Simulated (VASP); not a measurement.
The system is ZrN.

```
Zr N
1.0
     3.25269    0.00000    0.00000
     1.62635    2.81691    0.00000
     1.62635    0.93897    2.65581
Zr N
1 1
Cartesian
  3.2527 1.8779 1.3279
  0.0000 0.0000 0.0000
```

Base run:

```yaml
Program: VASP 6.6.1
Functional: PBE
Potentials_or_basis: VASP PAW PBE potentials, release 64 (Zr_sv, N)
Cutoff: 600 eV
k_mesh: 8 × 8 × 8
Occupations: fermi-dirac, width 0.15 eV
Spin: no spin polarisation
```

Its results: pressure -0.4 GPa.

Problem. The run is repeated on the same cell with these changes: functional from PBE to revPBE. What comes out?

Solution. Pressure 2.4 GPa.

revPBE binds less tightly than PBE, so the same cell stands under more pressure.

Caveats: the PAW data sets were made with another functional, which shifts forces and pressure a little (some runs).
